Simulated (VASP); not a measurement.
# Bi (P6/mmm) in VASP: further runs

Runs on Bi. Level: RPBE. Tasks: single point.

All numbers are computed with VASP 6.6.1; they aren't measurements. Logs are shortened: lines on timing, memory, paths and dates and some standing lists are left out, and cuts for length are marked.

### 1 The cell of the first run

It takes space group P6/mmm (No. 191, hexagonal). The conventional cell has a = 5.549 Å, b = 5.549 Å, c = 3.260 Å, α = 90.00°, β = 90.00°, γ = 120.00°. Bi (site symmetry 6/mmm) has 14 Bi at 3.26 to 3.59 Å within 4.3 Å. Within 4.2 Å of Bi (site symmetry -6m2) lie 11 Bi at 3.20 to 3.59 Å.

This isn't the form of Bi at room conditions, which is rhombohedral.

### 2 Single point, RPBE (28.98 Å³/atom)

INCAR reads:

```
SYSTEM = Bi
ALGO = Normal
EDIFF = 1E-6
ENCUT = 520
GGA = RP
ISIF = 2
ISMEAR = -1
LASPH = .TRUE.
LCHARG = .TRUE.
LELF = .TRUE.
LREAL = .FALSE.
LVHAR = .TRUE.
LWAVE = .FALSE.
NBANDS = 30
NELM = 60
PREC = Accurate
SIGMA = 0.1
```

KPOINTS reads:

```
k-points
0
G
  7 7 10
  0 0 0
```

POSCAR reads:

```
Bi
1.0
    5.5494427028      0.0000000000      0.0000000000
   -2.7747213514      4.8059583574      0.0000000000
    0.0000000000      0.0000000000      3.2600979736
Bi
3
Direct
    1.0000000000      1.0000000000      0.0000000000
    0.3333333333      0.6666666667      0.5000000000
    0.6666666667      0.3333333333      0.5000000000
```

Potentials or basis: VASP PAW PBE potentials, release 64 (Bi_d).

The run is started by

```sh
> cat potpaw_PBE.64/Bi_d/POTCAR > POTCAR
> mpirun -np 1 vasp_std > vasp.out
```

OUTCAR:

```text
SYSTEM = Bi
   EDIFF = 1E-6
   ENCUT = 520
   GGA = RP
   ISIF = 2
   ISMEAR = -1
   LASPH = .TRUE.
   LREAL = .FALSE.
   NELM = 60
   PREC = Accurate

 ion  position               nearest neighbor table
   1  0.000  0.000  0.000-   2 3.59   3 3.59   2 3.59   3 3.59   2 3.59   2 3.59   3 3.59   3 3.59
                             3 3.59   3 3.59   2 3.59   2 3.59
   2  0.333  0.667  0.500-   3 3.20   3 3.20   3 3.20   1 3.59   1 3.59   1 3.59   1 3.59   1 3.59
                             1 3.59
   3  0.667  0.333  0.500-   2 3.20   2 3.20   2 3.20   1 3.59   1 3.59   1 3.59   1 3.59   1 3.59
                             1 3.59

  LATTYP: Found a hexagonal cell.
 ALAT       =     5.5494427028
 C/A-ratio  =     0.5874640298

  Lattice vectors:

 A1 = (   5.5494427028,   0.0000000000,   0.0000000000)
 A2 = (  -2.7747213514,   4.8059583574,   0.0000000000)
 A3 = (   0.0000000000,   0.0000000000,   3.2600979736)

Analysis of symmetry for initial positions (statically):
=====================================================================
 Subroutine PRICEL returns:
 Original cell was already a primitive cell.

 Routine SETGRP: Setting up the symmetry group for a
 hexagonal supercell.

 Subroutine GETGRP returns: Found 24 space group operations
 (whereof 24 operations were pure point group operations)
 out of a pool of 24 trial point group operations.

The static configuration has the point symmetry D_6h.

Analysis of symmetry for dynamics (positions and initial velocities):
=====================================================================
 Subroutine PRICEL returns:
 Original cell was already a primitive cell.

 Routine SETGRP: Setting up the symmetry group for a
 hexagonal supercell.

 Subroutine GETGRP returns: Found 24 space group operations
 (whereof 24 operations were pure point group operations)
 out of a pool of 24 trial point group operations.

The dynamic configuration has the point symmetry D_6h.

 Subroutine INISYM returns: Found 24 space group operations
 (whereof 24 operations are pure point group operations),
 and found     1 'primitive' translations

----------------------------------------------------------------------------------------

                                     Primitive cell

  volume of cell :      86.9481

  direct lattice vectors                    reciprocal lattice vectors
     5.549442703  0.000000000  0.000000000     0.180198275  0.104037522  0.000000000
    -2.774721351  4.805958357  0.000000000     0.000000000  0.208075045  0.000000000
     0.000000000  0.000000000  3.260097974     0.000000000  0.000000000  0.306739248

  length of vectors
     5.549442703  5.549442703  3.260097974     0.208075045  0.208075045  0.306739248

  position of ions in fractional coordinates (direct lattice)
     0.000000000  0.000000000  0.000000000
     0.333333333  0.666666667  0.500000000
     0.666666667  0.333333333  0.500000000

  ion indices of the primitive-cell ions
   primitive index   ion index
                 1           1
                 2           2
                 3           3

----------------------------------------------------------------------------------------

 KPOINTS: k-points

Automatic generation of k-mesh.
 Grid dimensions read from file:
 generate k-points for:    7    7   10

 Generating k-lattice:

  Cartesian coordinates                     Fractional coordinates (reciprocal lattice)
     0.025742611  0.014862503  0.000000000     0.142857143  0.000000000  0.000000000
     0.000000000  0.029725006  0.000000000     0.000000000  0.142857143  0.000000000
     0.000000000  0.000000000  0.030673925     0.000000000  0.000000000  0.100000000

  Length of vectors
     0.029725006  0.029725006  0.030673925

  Shift w.r.t. Gamma in fractional coordinates (k-lattice)
     0.000000000  0.000000000  0.000000000

 Subroutine IBZKPT returns following result:
 ===========================================

 Found     48 irreducible k-points:

 Following reciprocal coordinates:
            Coordinates               Weight
  0.000000  0.000000  0.000000      1.000000
  0.142857  0.000000  0.000000      6.000000
  0.285714  0.000000  0.000000      6.000000
  0.428571  0.000000  0.000000      6.000000
  0.142857  0.142857  0.000000      6.000000
  0.285714  0.142857  0.000000     12.000000
[... 16 lines left out ...]
  0.428571  0.142857  0.200000     12.000000
  0.285714  0.285714  0.200000     12.000000
 [... further k-points ...]
   k-points           NKPTS =     48   k-points in BZ     NKDIM =     48   number of bands    NBANDS=     30
   number of dos      NEDOS =    301   number of ions     NIONS =      3
   total plane-waves  NPLWV =  42336
   dimension x,y,z NGX =    42 NGY =   42 NGZ =   24
   dimension x,y,z NGXF=    84 NGYF=   84 NGZF=   48
   ions per type =               3
   NGX,Y,Z   is equivalent  to a cutoff of  12.58, 12.58, 12.24 a.u.
   NGXF,Y,Z  is equivalent  to a cutoff of  25.16, 25.16, 24.48 a.u.
 SYSTEM =  Bi
   PREC   = accura    normal or accurate (medium, high low for compatibility)
   ISTART =      0    job   : 0-new  1-cont  2-samecut
   ICHARG =      2    charge: 1-file 2-atom 10-const
   ISPIN  =      1    spin polarized calculation?
   LNONCOLLINEAR =      F non collinear calculations
   LSORBIT =      F    spin-orbit coupling
   LASPH  =      T    aspherical Exc in radial PAW
   ENCUT  =  520.0 eV  38.22 Ry    6.18 a.u.  10.32 10.32  6.06*2*pi/ulx,y,z
   NELM   =     60;   NELMIN=  2; NELMDL= -5     # of ELM steps
   EDIFF  = 0.1E-05   stopping-criterion for ELM
   LREAL  =      F    real-space projection
   EDIFFG = 0.1E-04   stopping-criterion for IOM
   NSW    =      0    number of steps for IOM
   IBRION =     -1    ionic relax: 0-MD 1-quasi-New 2-CG
   NFREE  =      0    steps in history (QN), initial steepest desc. (CG)
   ISIF   =      2    stress and relaxation
   ISYM   =      2    0-nonsym 1-usesym 2-fastsym
   POTIM  = 0.5000    time-step for ionic-motion
   TEBEG  =    0.0;   TEEND  =   0.0 temperature during run
   PSTRESS=    0.0 pullay stress
   NELECT =      45.0000    total number of electrons
   NUPDOWN=      -1.0000    fix difference up-down
   EMIN   =  10.00;   EMAX   =-10.00  energy-range for DOS
   EFERMI =   0.00;   METHOD = LEGACY
   ISMEAR =    -1;   SIGMA  =   0.10  broadening in eV -4-tet -1-fermi 0-gaus
   EFERMI_NEDOS =   21; number of points for ismear=-14 and -15
   IALGO  =     38    algorithm
   IMIX   =      4    mixing-type and parameters
     AMIX     =   0.40;   BMIX     =  1.00
     AMIX_MAG =   1.60;   BMIX_MAG =  1.00
  volume/ion in A,a.u.               =      28.98       195.58
  Fermi-wavevector in a.u.,A,eV,Ry     =   1.314394  2.483845 23.505865  1.727632
  Thomas-Fermi vector in A             =   2.444650
   LORBIT       =      0    0 simple, 1 ext, 2 COOP (PROOUT), +10 PAW based schemes
   GGA     = RP    functional components
   LHFCALC =     F    Hartree Fock is set to
   AEXX    =    0.0000 exact exchange contribution
   IVDW    =     0    specifies the selected vdW correction
   LEPSILON=     F    determine dielectric tensor
   LRPA    =     F    only Hartree local field effects (RPA)
 non-spin polarized calculation
  energy-cutoff  :      520.00
  volume of cell :       86.95
 maximum number of plane-waves:      2376
 NGX is ok and might be reduce to    42
   NGX = 21   NGY = 21   NGZ = 13

 number of electron      44.9999988 magnetization

 Free energy of the ion-electron system (eV)
  ---------------------------------------------------
  ext. energy  EPLUGINS =         0.00000000
  ---------------------------------------------------
  free energy    TOTEN  =        -9.82811533 eV

  energy without entropy =       -9.76168558  energy(sigma->0) =       -9.79490046

 E-fermi :   8.9432     XC(G=0): -10.5517

 val. band max:        8.9287194090   @ k =   0.1429   0.1429   0.3000
 cond. band min:       8.9838534848   @ k =   0.1429   0.1429   0.4000
 fundamental gap:      0.0551340758
 Fermi energy:         8.9432441452

 k-point     1 :       0.0000    0.0000    0.0000
  band No.  band energies     occupation
      1     -14.3477      2.00000
      2     -14.2298      2.00000
      3     -14.2167      2.00000
      4     -14.2056      2.00000
      5     -14.2056      2.00000
      6     -14.1102      2.00000
[... 22 lines left out ...]
     29      18.8472      0.00000
     30      19.0275      0.00000

 k-point     2 :       0.1429    0.0000    0.0000
  band No.  band energies     occupation
      1     -14.3444      2.00000
      2     -14.2424      2.00000
      3     -14.2307      2.00000
      4     -14.2179      2.00000
      5     -14.1872      2.00000
      6     -14.1183      2.00000
[... 22 lines left out ...]
     29      18.2778      0.00000
     30      18.5523      0.00000

 k-point     3 :       0.2857    0.0000    0.0000
  band No.  band energies     occupation
      1     -14.3356      2.00000
      2     -14.2752      2.00000
      3     -14.2405      2.00000
      4     -14.2329      2.00000
      5     -14.1832      2.00000
      6     -14.1295      2.00000
[... 22 lines left out ...]
     29      17.2174      0.00000
     30      17.7602      0.00000

 k-point     4 :       0.4286    0.0000    0.0000
  band No.  band energies     occupation
      1     -14.3227      2.00000
      2     -14.3030      2.00000
      3     -14.2554      2.00000
      4     -14.2349      2.00000
      5     -14.1880      2.00000
      6     -14.1361      2.00000
[... 22 lines left out ...]
     29      16.1297      0.00000
     30      16.9918      0.00000

 k-point     5 :       0.1429    0.1429    0.0000
  band No.  band energies     occupation
      1     -14.3384      2.00000
      2     -14.2647      2.00000
      3     -14.2398      2.00000
      4     -14.2319      2.00000
      5     -14.1766      2.00000
      6     -14.1280      2.00000
[... 22 lines left out ...]
     29      17.3054      0.00000
     30      17.9504      0.00000
[... 526 lines left out ...]
     29      16.6365      0.00000
     30      17.8617      0.00000

 k-point    22 :       0.2857    0.1429    0.2000
  band No.  band energies     occupation
      1     -14.2715      2.00000
      2     -14.2467      2.00000
      3     -14.2374      2.00000
      4     -14.1704      2.00000
      5     -14.1518      2.00000
      6     -14.1330      2.00000
[... 22 lines left out ...]
     29      16.6241      0.00000
     30      17.6494      0.00000

 k-point    23 :       0.4286    0.1429    0.2000
  band No.  band energies     occupation
      1     -14.2765      2.00000
      2     -14.2526      2.00000
      3     -14.2388      2.00000
      4     -14.1701      2.00000
      5     -14.1502      2.00000
      6     -14.1278      2.00000
[... 22 lines left out ...]
     29      15.9542      0.00000
     30      17.9342      0.00000

 k-point    24 :       0.2857    0.2857    0.2000
  band No.  band energies     occupation
      1     -14.2804      2.00000
      2     -14.2454      2.00000
      3     -14.2427      2.00000
      4     -14.1731      2.00000
      5     -14.1399      2.00000
      6     -14.1305      2.00000
[... 22 lines left out ...]
     29      16.4693      0.00000
     30      16.5719      0.00000

 [... further k-points ...]
[... 5 lines left out ...]
  --------------------------------------------------------------------------------------
  -------------------------------------------------------------------------------------
  Total        3.9742294      3.9742294      5.0788199      0.0000000      0.0000000      0.0000000
  in kB       73.2324377     73.2324377     93.5865343      0.0000000      0.0000000      0.0000000
  external PRESSURE =      80.0171366 kB  Pullay stress =       0.0000000 kB

 VOLUME and BASIS-vectors are now :
 -----------------------------------------------------------------------------
  energy-cutoff  :      520.00
  volume of cell :       86.95
      direct lattice vectors                 reciprocal lattice vectors
     5.549442703  0.000000000  0.000000000     0.180198275  0.104037522  0.000000000
    -2.774721351  4.805958357  0.000000000     0.000000000  0.208075045  0.000000000
     0.000000000  0.000000000  3.260097974     0.000000000  0.000000000  0.306739248

 POSITION                                       TOTAL-FORCE (eV/Angst)
 -----------------------------------------------------------------------------------
      0.00000      0.00000      0.00000         0.000000      0.000000      0.000000
     -0.00000      3.20397      1.63005        -0.000000      0.000000      0.000000
      2.77472      1.60199      1.63005         0.000000     -0.000000      0.000000
 -----------------------------------------------------------------------------------
    total drift:                                0.000000      0.000000     -0.000000

  FREE ENERGIE OF THE ION-ELECTRON SYSTEM (eV)
  ---------------------------------------------------
  free  energy   TOTEN  =        -9.8281153294 eV

  energy  without entropy=       -9.7616855828  energy(sigma->0) =       -9.79490046
```

Run time: 38 s. Hardware: 1 thread of Intel Xeon 6975P-C (Granite Rapids), shared host; peak memory 0.24 GiB.

Results:

| Quantity | Value |
| --- | --- |
| Free energy | -9.8281 eV |
| Pressure | 8.0 GPa |
| Band gap on the k mesh | zero (an odd number of electrons rules out a gap without spin polarisation) |

Stress tensor (GPa, compression positive):
```
7.32 0.00 0.00
0.00 7.32 0.00
0.00 0.00 9.36
```

Levels at points of the mesh, in eV from the Fermi level:
```
           k point  band 21  band 22  band 23  band 24  band 25  band 26
(0.00, 0.00, 0.00)    -3.59    -3.59     1.92     5.47     5.47     6.19
(0.00, 0.00, 0.50)    -2.13    -1.94    -1.94    -0.44    -0.44     0.87
```

Caveat: the cell stands under pressure; the PAW data sets were made with another functional, which shifts forces and pressure a little; spin-orbit coupling is left out, which moves the levels of the heavy elements.

(Continued in part 2 of 2.)
